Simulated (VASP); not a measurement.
Wanted: the native input for a VASP 6.6.1 run.

| Property | Result |
| --- | --- |
| Task | single point |
| Functional | LDA |
| Potentials or basis | VASP PAW LDA potentials, release 64 (Be, Te) |
| Cutoff | 600 eV |
| k mesh | 4 × 4 × 4 |
| Occupations | gaussian, width 0.01 eV |
| Spin | no spin polarisation |
| Dipole correction | no |
| Further INCAR settings | ALGO = Normal; EDIFF = 1e-06; NBANDS = 11 |

The structure of BeTe lies in POSCAR:

```
BeTe
1.0
    0.0000000000      2.8314587876      2.8314587876
    2.8314587876      0.0000000000      2.8314587876
    2.8314587876      2.8314587876      0.0000000000
Be Te
1 1
Direct
    0.0000000000      0.0000000000      0.0000000000
    0.7500000000      0.7500000000      0.7500000000
```

One way to write it, as run:

INCAR

```
ALGO     = Normal         # electronic algorithm
EDIFF    = 1E-6           # SCF threshold, eV
ENCUT    = 600            # plane-wave cutoff, eV
GGA_COMPAT= False        
ISIF     = 2              # what is computed and relaxed
ISMEAR   = 0              # smearing method
LASPH    = True           # aspherical terms in the spheres
LCHARG   = False          # write CHGCAR
LREAL    = False          # projectors in reciprocal space
LWAVE    = False          # write WAVECAR
NBANDS   = 11             # bands
NELM     = 120            # most SCF steps
PREC     = Accurate       # precision mode
SIGMA    = 0.01           # smearing width, eV
```

KPOINTS

```
k-points
0
Gamma
  4 4 4
```

Potentials or basis: VASP PAW LDA potentials, release 64 (Be, Te).

The run is started by

```console
$ cat potpaw_LDA.64/Be/POTCAR potpaw_LDA.64/Te/POTCAR > POTCAR
$ mpirun -np 1 vasp_std > vasp.out
```

Results of the run:

```yaml
Pressure: -2.7 GPa
Band_gap_on_the_k_mesh: 1.89 eV, indirect (least direct gap 3.58 eV)
```

Caveat: the k points lie up to 0.48 Å⁻¹ apart; spin-orbit coupling is left out, which moves the levels of the heavy elements.

It took 3.1 s on 1 thread of Intel(R) Xeon(R) Platinum 8375C CPU @ 2.90GHz (Ice Lake) (shared host), peak memory 0.15 GiB.
